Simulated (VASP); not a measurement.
# TaH5 (Immm) in VASP: relaxation of cell and atoms with PBE

Aim: the relaxation of cell and atoms of TaH5 with PBE.

Program: VASP 6.6.1. These are calculated values, not measurements. Logs are shortened: lines on timing, memory, paths and dates and some standing lists are left out, and cuts for length are marked.

## Step 1: The cell of the first run

Symmetry: Immm, No. 71, orthorhombic system. The conventional cell has a = 3.875 Å, b = 5.160 Å, c = 5.511 Å, α = 90.00°, β = 90.00°, γ = 90.00°. Within 2.0 Å of Ta (site symmetry mmm) lie 4 H at 1.45 to 1.94 Å. Within 1.9 Å of H (site symmetry mm2) lie 1 Ta at 1.45 Å. Within 2.6 Å of H (site symmetry mmm) lie 2 Ta at 1.94 Å and 6 H at 2.26 to 2.42 Å. Within 1.3 Å of H (site symmetry mm2) lie 1 H at 0.99 Å.

The cell was generated, and may not be a known phase.

## Step 2: Relaxation of cell and atoms, PBE

INCAR

```
SYSTEM = TaH5
  PREC = Accurate
  ENCUT = 500
  EDIFF = 1E-7
  ISMEAR = 0
  SIGMA = 0.1
  LREAL = .False.
  LASPH = .True.
  NELM = 120
  ALGO = Normal
  ISIF = 3
  LWAVE = .False.
  LCHARG = .False.
  GGA = PE
  IBRION = 2
  NSW = 90
  EDIFFG = -0.04
  GGA_COMPAT = .False.
  NELMIN = 4
```

KPOINTS

```
regular mesh
0
Gamma
  6 6 6
  0 0 0
```

POSCAR

```
TaH5
1.0
   -1.9374794900      2.5800728200      2.7552643900
    1.9374794900     -2.5800728200      2.7552643900
    1.9374794900      2.5800728200     -2.7552643900
Ta H
1 5
Direct
    0.0000000000      0.5000000000      0.5000000000
    0.7366126500      0.2366126500      0.5000000000
    0.2633873500      0.7633873500      0.5000000000
    0.0000000000      0.0000000000      0.0000000000
    0.5901049300      0.5901049300      0.0000000000
    0.4098950700      0.4098950700      0.0000000000
```

Potentials or basis: VASP PAW PBE potentials, release 64 (Ta_sv_GW, H).

On the command line:

```
cat potpaw_PBE.64/Ta_sv_GW/POTCAR potpaw_PBE.64/H/POTCAR > POTCAR
mpirun -np 1 vasp_std > vasp.out
```

OUTCAR:

```text
SYSTEM = TaH5
   PREC = Accurate
   ENCUT = 500
   EDIFF = 1E-7
   ISMEAR = 0
   LREAL = .False.
   LASPH = .True.
   NELM = 120
   ISIF = 3
   GGA = PE
   IBRION = 2
   NSW = 90
   EDIFFG = -0.04
   NELMIN = 4

 ion  position               nearest neighbor table
   1  0.000  0.500  0.500-   2 1.45   3 1.45   4 1.94   4 1.94
   2  0.737  0.237  0.500-   1 1.45
   3  0.263  0.763  0.500-   1 1.45
   4  0.000  0.000  0.000-   1 1.94   1 1.94
   5  0.590  0.590  0.000-
   6  0.410  0.410  0.000-

  LATTYP: Found a body centered orthorhombic cell.
 ALAT       =     3.8749589800
 B/A-ratio  =     1.3316645845
 C/A-ratio  =     1.4220869972

  Lattice vectors:

 A1 = (  -1.9374794900,   2.5800728200,   2.7552643900)
 A2 = (   1.9374794900,  -2.5800728200,   2.7552643900)
 A3 = (   1.9374794900,   2.5800728200,  -2.7552643900)

Analysis of symmetry for initial positions (statically):
=====================================================================
 Subroutine PRICEL returns:
 Original cell was already a primitive cell.

 Routine SETGRP: Setting up the symmetry group for a
 body centered orthorhombic supercell.

 Subroutine GETGRP returns: Found  8 space group operations
 (whereof  8 operations were pure point group operations)
 out of a pool of  8 trial point group operations.

The static configuration has the point symmetry D_2h.

Analysis of symmetry for dynamics (positions and initial velocities):
=====================================================================
 Subroutine PRICEL returns:
 Original cell was already a primitive cell.

 Routine SETGRP: Setting up the symmetry group for a
 body centered orthorhombic supercell.

 Subroutine GETGRP returns: Found  8 space group operations
 (whereof  8 operations were pure point group operations)
 out of a pool of  8 trial point group operations.

The dynamic configuration has the point symmetry D_2h.

 Subroutine INISYM returns: Found  8 space group operations
 (whereof  8 operations are pure point group operations),
 and found     1 'primitive' translations

----------------------------------------------------------------------------------------

                                     Primitive cell

  volume of cell :      55.0925

  direct lattice vectors                    reciprocal lattice vectors
    -1.937479490  2.580072820  2.755264390     0.000000000  0.193792980  0.181470788
     1.937479490 -2.580072820  2.755264390     0.258067248  0.000000000  0.181470788
     1.937479490  2.580072820 -2.755264390     0.258067248  0.193792980  0.000000000

  length of vectors
     4.242886328  4.242886328  4.242886328     0.265494569  0.315484312  0.322729645

  position of ions in fractional coordinates (direct lattice)
     0.000000000  0.500000000  0.500000000
     0.736612650  0.236612650  0.500000000
     0.263387350  0.763387350  0.500000000
     0.000000000  0.000000000  0.000000000
     0.590104930  0.590104930  0.000000000
     0.409895070  0.409895070  0.000000000

  ion indices of the primitive-cell ions
   primitive index   ion index
                 1           1
                 2           2
                 3           3
                 4           4
                 5           5
                 6           6

----------------------------------------------------------------------------------------

 KPOINTS: regular mesh

Automatic generation of k-mesh.
 Grid dimensions read from file:
 generate k-points for:    6    6    6

 Generating k-lattice:

  Cartesian coordinates                     Fractional coordinates (reciprocal lattice)
     0.000000000  0.032298830  0.030245131     0.166666667  0.000000000 -0.000000000
     0.043011208  0.000000000  0.030245131     0.000000000  0.166666667 -0.000000000
     0.043011208  0.032298830  0.000000000     0.000000000  0.000000000  0.166666667

  Length of vectors
     0.044249095  0.052580719  0.053788274

  Shift w.r.t. Gamma in fractional coordinates (k-lattice)
     0.000000000  0.000000000  0.000000000

 Subroutine IBZKPT returns following result:
 ===========================================

 Found     46 irreducible k-points:

 Following reciprocal coordinates:
            Coordinates               Weight
  0.000000  0.000000  0.000000      1.000000
  0.166667 -0.000000  0.000000      4.000000
  0.333333 -0.000000  0.000000      4.000000
  0.500000 -0.000000  0.000000      2.000000
  0.000000  0.166667  0.000000      4.000000
  0.166667  0.166667  0.000000      8.000000
[... 16 lines left out ...]
 -0.166667  0.166667  0.166667      2.000000
  0.166667  0.333333  0.166667      4.000000
 [... further k-points ...]
   k-points           NKPTS =     46   k-points in BZ     NKDIM =     46   number of bands    NBANDS=     13
   number of dos      NEDOS =    301   number of ions     NIONS =      6
   total plane-waves  NPLWV =  32768
   dimension x,y,z NGX =    32 NGY =   32 NGZ =   32
   dimension x,y,z NGXF=    64 NGYF=   64 NGZF=   64
   ions per type =               1   5
   NGX,Y,Z   is equivalent  to a cutoff of  12.54, 12.54, 12.54 a.u.
   NGXF,Y,Z  is equivalent  to a cutoff of  25.08, 25.08, 25.08 a.u.
 SYSTEM =  TaH5
   PREC   = accura    normal or accurate (medium, high low for compatibility)
   ISTART =      0    job   : 0-new  1-cont  2-samecut
   ICHARG =      2    charge: 1-file 2-atom 10-const
   ISPIN  =      1    spin polarized calculation?
   LNONCOLLINEAR =      F non collinear calculations
   LSORBIT =      F    spin-orbit coupling
   LASPH  =      T    aspherical Exc in radial PAW
   ENCUT  =  500.0 eV  36.75 Ry    6.06 a.u.   7.74  7.74  7.74*2*pi/ulx,y,z
   NELM   =    120;   NELMIN=  4; NELMDL= -5     # of ELM steps
   EDIFF  = 0.1E-06   stopping-criterion for ELM
   LREAL  =      F    real-space projection
   EDIFFG = -.4E-01   stopping-criterion for IOM
   NSW    =     90    number of steps for IOM
   IBRION =      2    ionic relax: 0-MD 1-quasi-New 2-CG
   NFREE  =      1    steps in history (QN), initial steepest desc. (CG)
   ISIF   =      3    stress and relaxation
   ISYM   =      2    0-nonsym 1-usesym 2-fastsym
   POTIM  = 0.5000    time-step for ionic-motion
   TEBEG  =    0.0;   TEEND  =   0.0 temperature during run
   PSTRESS=    0.0 pullay stress
   NELECT =      18.0000    total number of electrons
   NUPDOWN=      -1.0000    fix difference up-down
   EMIN   =  10.00;   EMAX   =-10.00  energy-range for DOS
   EFERMI =   0.00;   METHOD = LEGACY
   ISMEAR =     0;   SIGMA  =   0.10  broadening in eV -4-tet -1-fermi 0-gaus
   EFERMI_NEDOS =   21; number of points for ismear=-14 and -15
   IALGO  =     38    algorithm
   IMIX   =      4    mixing-type and parameters
     AMIX     =   0.40;   BMIX     =  1.00
     AMIX_MAG =   1.60;   BMIX_MAG =  1.00
  volume/ion in A,a.u.               =       9.18        61.96
  Fermi-wavevector in a.u.,A,eV,Ry     =   1.127548  2.130756 17.297952  1.271364
  Thomas-Fermi vector in A             =   2.264234
   LORBIT       =      0    0 simple, 1 ext, 2 COOP (PROOUT), +10 PAW based schemes
   GGA     = PE    functional components
   LHFCALC =     F    Hartree Fock is set to
   AEXX    =    0.0000 exact exchange contribution
   IVDW    =     0    specifies the selected vdW correction
   LEPSILON=     F    determine dielectric tensor
   LRPA    =     F    only Hartree local field effects (RPA)
 conjugate gradient relaxation of ions
 non-spin polarized calculation
 Gauss-broadening in eV      SIGMA  =   0.10
  energy-cutoff  :      500.00
  volume of cell :       55.09
 maximum number of plane-waves:      1412
   NGX = 15   NGY = 15   NGZ = 15

--------------------------------------- Ionic step        1  -------------------------------------------

 number of electron      17.9999998 magnetization

 Free energy of the ion-electron system (eV)
  ---------------------------------------------------
  ext. energy  EPLUGINS =         0.00000000
  ---------------------------------------------------
  free energy    TOTEN  =       -22.99494077 eV

  energy without entropy =      -22.98528089  energy(sigma->0) =      -22.99011083

------------------------ aborting loop because EDIFF is reached ----------------------------------------

  FORCE on cell =-STRESS in cart. coord.  units (eV):
  Direction    XX          YY          ZZ          XY          YZ          ZX
  --------------------------------------------------------------------------------------
  -------------------------------------------------------------------------------------
  Total       -4.7595161     -6.9406805     22.7618436     -0.0000000      0.0000000      0.0000000
  in kB     -138.4143238   -201.8460654    661.9507363     -0.0000000      0.0000000      0.0000000
  external PRESSURE =     107.2301157 kB  Pullay stress =       0.0000000 kB
[... 101 lines left out ...]
  FREE ENERGIE OF THE ION-ELECTRON SYSTEM (eV)
  ---------------------------------------------------
  free  energy   TOTEN  =       -26.0714353101 eV

  energy  without entropy=      -26.0527312338  energy(sigma->0) =      -26.06208327

 E-fermi :   3.1417     XC(G=0):  -9.6550

 val. band max:        3.1286127554   @ k =  -0.3333  -0.1667   0.1667
 cond. band min:       3.1940602925   @ k =   0.5000   0.5000   0.1667
 fundamental gap:      0.0654475371
 Fermi energy:         3.1416803682

 k-point     1 :       0.0000    0.0000    0.0000
  band No.  band energies     occupation
      1     -66.0998      2.00000
      2     -32.5650      2.00000
      3     -32.5271      2.00000
      4     -32.2359      2.00000
      5      -6.9962      2.00000
      6      -3.1820      2.00000
      7      -0.4531      2.00000
      8       2.4744      2.00000
      9       2.7066      2.00000
     10       3.6886      0.00000
     11       3.8646      0.00000
     12       6.0062      0.00000
     13       8.7789      0.00000
[... 354 lines left out ...]
  band No.  band energies     occupation
      1     -66.0977      2.00000
      2     -32.6180      2.00000
      3     -32.5684      2.00000
      4     -32.2405      2.00000
      5      -5.1188      2.00000
      6      -1.1304      2.00000
      7      -0.8821      2.00000
      8       0.0795      2.00000
      9       2.9417      1.99532
     10       3.2619      0.08917
     11       3.6378      0.00000
     12       4.0470      0.00000
     13       4.7886      0.00000

 [... further k-points ...]

 E-fermi :   3.9372     XC(G=0): -10.0742

 val. band max:        3.9350337582   @ k =  -0.3333  -0.3333   0.1667
 cond. band min:       3.9733519795   @ k =  -0.3333  -0.1667   0.1667
 fundamental gap:      0.0383182213
 Fermi energy:         3.9372289739

 k-point     1 :       0.0000    0.0000    0.0000
  band No.  band energies     occupation
      1     -65.2056      2.00000
      2     -31.6918      2.00000
      3     -31.6403      2.00000
      4     -31.3623      2.00000
      5      -6.9176      2.00000
      6      -2.7251      2.00000
      7       0.2084      2.00000
      8       3.1334      2.00000
      9       3.4358      2.00000
     10       4.4289      0.00000
     11       4.7291      0.00000
     12       7.8875      0.00000
     13       9.4660      0.00000
[... 354 lines left out ...]
  band No.  band energies     occupation
      1     -65.2024      2.00000
      2     -31.7620      2.00000
      3     -31.7002      2.00000
      4     -31.3702      2.00000
      5      -4.7550      2.00000
      6      -0.7508      2.00000
      7      -0.2728      2.00000
      8       0.6742      2.00000
      9       3.6386      1.99998
     10       3.8822      1.56342
     11       4.6257      0.00000
     12       5.0355      0.00000
     13       5.8620      0.00000

 [... further k-points ...]

[... ionic steps 4 to 33 ...]

--------------------------------------- Ionic step       34  -------------------------------------------

 number of electron      17.9999999 magnetization

------------------------ aborting loop because EDIFF is reached ----------------------------------------
[... 75 lines left out ...]
--------------------------------------- Ionic step       36  -------------------------------------------

 number of electron      17.9999999 magnetization

 Free energy of the ion-electron system (eV)
  ---------------------------------------------------
  ext. energy  EPLUGINS =         0.00000000
  ---------------------------------------------------
  free energy    TOTEN  =       -28.26372936 eV

  energy without entropy =      -28.25444561  energy(sigma->0) =      -28.25908748

 E-fermi :   4.5279     XC(G=0): -10.6269

 val. band max:        4.4574893280   @ k =  -0.3333  -0.1667   0.1667
 cond. band min:       4.5297952534   @ k =   0.5000  -0.1667   0.1667
 fundamental gap:      0.0723059254
 Fermi energy:         4.5278624875

 k-point     1 :       0.0000    0.0000    0.0000
  band No.  band energies     occupation
      1     -64.1802      2.00000
      2     -30.8483      2.00000
      3     -30.5546      2.00000
      4     -30.2154      2.00000
      5      -5.9462      2.00000
      6      -0.9617      2.00000
      7       1.2417      2.00000
      8       3.0261      2.00000
      9       4.2753      1.99965
     10       5.3198      0.00000
     11       5.6800      0.00000
     12       6.9054      0.00000
     13      12.8519      0.00000
[... 354 lines left out ...]
  band No.  band energies     occupation
      1     -64.1666      2.00000
      2     -30.8834      2.00000
      3     -30.5246      2.00000
      4     -30.5182      2.00000
      5      -1.5932      2.00000
      6      -1.2829      2.00000
      7       0.9266      2.00000
      8       1.5340      2.00000
      9       2.7223      2.00000
     10       4.7904      0.00021
     11       5.3839      0.00000
     12       6.1114      0.00000
     13       9.6563      0.00000

 [... further k-points ...]

------------------------ aborting loop because EDIFF is reached ----------------------------------------

  FORCE on cell =-STRESS in cart. coord.  units (eV):
  Direction    XX          YY          ZZ          XY          YZ          ZX
  --------------------------------------------------------------------------------------
  -------------------------------------------------------------------------------------
  Total       -0.0093048      0.0939469      0.1085854      0.0000000      0.0000000      0.0000000
  in kB       -0.3563458      3.5978896      4.1585004      0.0000000      0.0000000      0.0000000
  external PRESSURE =       2.4666814 kB  Pullay stress =       0.0000000 kB
[... 21 lines left out ...]
  FREE ENERGIE OF THE ION-ELECTRON SYSTEM (eV)
  ---------------------------------------------------
  free  energy   TOTEN  =       -28.2637293552 eV

  energy  without entropy=      -28.2544456123  energy(sigma->0) =      -28.25908748

 reached required accuracy - stopping structural energy minimisation
```

It took 10 min on 1 thread of AMD EPYC 9R45 (Zen 5), shared host; peak memory 0.18 GiB.

Results:

```
Free energy                           : -28.2637 eV
Relaxed volume                        : 6.97 Å³/atom
Relaxed cell                          : a = 4.287 Å, b = 4.287 Å, c = 4.287 Å, α = 126.85°, β = 137.42°, γ = 70.36°
Space group after relaxing (to 0.1 Å) : Immm (No. 71)
Energy gained by relaxing             : 878.1 meV/atom
Ionic steps                           : 36
Pressure after relaxing               : 0.2 GPa
Largest force after relaxing          : 0.018 eV/Å
Band gap on the k mesh                : zero (bands 9 and 10 overlap by 2.35 eV)
```

Forces on the atoms (eV/Å):
```
Ta   0.000  0.000  0.000
H    0.000  0.000  0.018
H    0.000  0.000 -0.018
H    0.000  0.000  0.000
H    0.000  0.000  0.012
H    0.000  0.000 -0.012
```

The path:
```csv
step,energy change (eV),largest force (eV/Å),pressure (GPa),volume (Å³)
1,0.0000,9.0960,10.72,55.09
2,-2.3742,1.6204,-17.73,59.18
3,-3.0765,1.8706,-13.24,57.60
4,-3.0829,1.8784,-12.83,57.52
5,-3.0847,1.8882,-12.22,57.40
6,-3.5806,1.0142,-6.91,52.36
7,-3.5857,1.4935,-6.23,51.93
8,-3.9070,0.8901,-4.11,47.41
9,-4.1529,0.6133,2.28,41.84
10,-4.1655,0.6529,5.48,40.13
11,-4.3395,0.3202,0.05,40.34
12,-4.4672,0.5661,-3.70,40.50
13,-4.4452,1.3394,-3.35,40.30
14,-4.5058,0.8909,-4.93,40.51
15,-4.6733,0.9629,-2.59,39.45
16,-4.9300,0.5868,5.09,36.71
17,-5.0656,0.3214,1.28,36.72
18,-5.0724,0.3590,0.29,36.72
19,-5.1124,0.3450,0.66,36.76
20,-5.1542,0.2949,1.81,36.85
21,-5.1547,0.2879,2.04,36.86
22,-5.1822,0.2050,1.63,37.46
23,-5.2109,0.1681,1.22,38.89
24,-5.2277,0.1838,-1.58,40.02
25,-5.2284,0.2312,-2.28,40.31
26,-5.2414,0.2189,-1.76,40.49
27,-5.2527,0.1986,-1.03,40.71
28,-5.2608,0.1344,0.61,41.11
29,-5.2610,0.1578,0.18,41.01
30,-5.2650,0.0455,0.97,41.16
31,-5.2651,0.0265,0.84,41.14
32,-5.2664,0.0636,-0.09,41.54
33,-5.2664,0.0662,-0.13,41.57
34,-5.2674,0.0492,-0.20,41.68
35,-5.2682,0.0626,-0.28,41.87
36,-5.2688,0.0178,0.25,41.84
```

Final structure:
```cif
data_structure
_symmetry_space_group_name_H-M 'P 1'
_symmetry_Int_Tables_number 1
_cell_length_a 4.2868
_cell_length_b 4.2868
_cell_length_c 4.2868
_cell_angle_alpha 126.846
_cell_angle_beta 137.423
_cell_angle_gamma 70.365
_cell_volume 41.84
loop_
_atom_site_label
_atom_site_type_symbol
_atom_site_fract_x
_atom_site_fract_y
_atom_site_fract_z
_atom_site_occupancy
Ta1 Ta 0.00000 0.50000 0.50000 1
H1 H 0.73278 0.23278 0.50000 1
H2 H 0.26722 0.76722 0.50000 1
H3 H 0.00000 0.00000 0.00000 1
H4 H 0.65432 0.65432 0.00000 1
H5 H 0.34568 0.34568 0.00000 1
```

Levels at points of the mesh, in eV from the Fermi level:
| k point | band 7 | band 8 | band 9 | band 10 | band 11 | band 12 |
| --- | --- | --- | --- | --- | --- | --- |
| (0.00, 0.00, 0.00) | -3.29 | -1.50 | -0.25 | 0.79 | 1.15 | 2.38 |
| (0.50, 0.00, 0.00) | -5.30 | -2.90 | -0.43 | 0.28 | 1.29 | 5.13 |
| (0.00, 0.50, 0.00) | -3.92 | -2.29 | 0.34 | 1.33 | 1.44 | 1.95 |
| (0.50, 0.50, 0.00) | -4.20 | -2.14 | -2.03 | -0.97 | 0.37 | 1.67 |
| (0.50, 0.50, 0.50) | -6.39 | -2.39 | 1.38 | 1.92 | 2.50 | 4.25 |

Caveat: the volume moved by over 15 % at a fixed basis, so the end points are rough; spin-orbit coupling is left out, which moves the levels of the heavy elements.

The gap in the log of VASP goes by the Fermi energy; the results here count the filled bands.